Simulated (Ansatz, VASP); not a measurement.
**SnSe: VASP beside Ansatz**

The input POSCAR:

```
SnSe
1.0
    0.0000000000      3.0100000000      3.0100000000
    3.0100000000      0.0000000000      3.0100000000
    3.0100000000      3.0100000000      0.0000000000
Sn Se
1 1
Direct
    0.0000000000      0.0000000000      0.0000000000
    0.5000000000      0.5000000000      0.5000000000
```

Contents of INCAR.step1:

```
ALGO = Normal
EDIFF = 1E-5
ENCUT = 520
GGA = PE
ISIF = 2
ISMEAR = -1
LASPH = True
LREAL = False
LWAVE = True
NBANDS = 17
NELM = 100
PREC = Accurate
SIGMA = 0.05
```

INCAR.step2

```
AEXX = 0.4
ALGO = Normal
EDIFF = 1E-6
ENCUT = 520
GGA = PE
ISIF = 2
ISMEAR = -1
ISTART = 1
LASPH = True
LCHARG = True
LELF = True
LHFCALC = True
LREAL = False
LVHAR = True
LWAVE = False
NBANDS = 17
NELM = 100
PREC = Accurate
PRECFOCK = Normal
SIGMA = 0.05
```

Contents of KPOINTS:

```
k-points
0
Gamma
  4 4 4
```

Contents of input.yaml:

```yaml
crystal:
  lattice:
    - [0.0, 3.01, 3.01]
    - [3.01, 0.0, 3.01]
    - [3.01, 3.01, 0.0]
  atoms:
    - { symbol: Sn, position: [0.0, 0.0, 0.0] }
    - { symbol: Se, position: [0.5, 0.5, 0.5] }
kpoints:
  mp_grid: { grid: [4, 4, 4] }
scf:
  occupations: { method: fermi_dirac, width: 0.05 }
hamiltonian:
  xc: { exchange: pbe, correlation: pbe, exx: { coeff: 0.4 } }
  pseudopotentials: { kind: all_electron, datasets: crystal }
output:
  forces: true
  stress: true
```

Alike in both runs: task single point; functional PBE-based global hybrid; k mesh 4 × 4 × 4; occupations fermi-dirac, width 0.05 eV; no spin polarisation.

|  | VASP | Ansatz |
| --- | --- | --- |
| version | VASP 6.6.1 | Ansatz 0.2.0 |
| potentials or method | VASP PAW PBE potentials, release 64 (Sn_d, Se), cutoff 520 eV | all-electron PAW datasets made for the crystal |

|  | VASP | Ansatz | Ansatz less VASP |
| --- | --- | --- | --- |
| gap on the k mesh at the Fermi level (eV) | 1.31 | 1.09 | -0.214 |
| least direct gap on the mesh (eV) | 1.31 | 1.09 | -0.214 |
| pressure (GPa) | -2.9 | -2.5 | +0.35 |

VASP's potentials were made for PBE, not for PBE-based global hybrid. Ansatz ran all-electron here, and VASP with PAW potentials.

The k mesh is coarse, so the values compare programs but aren't converged.
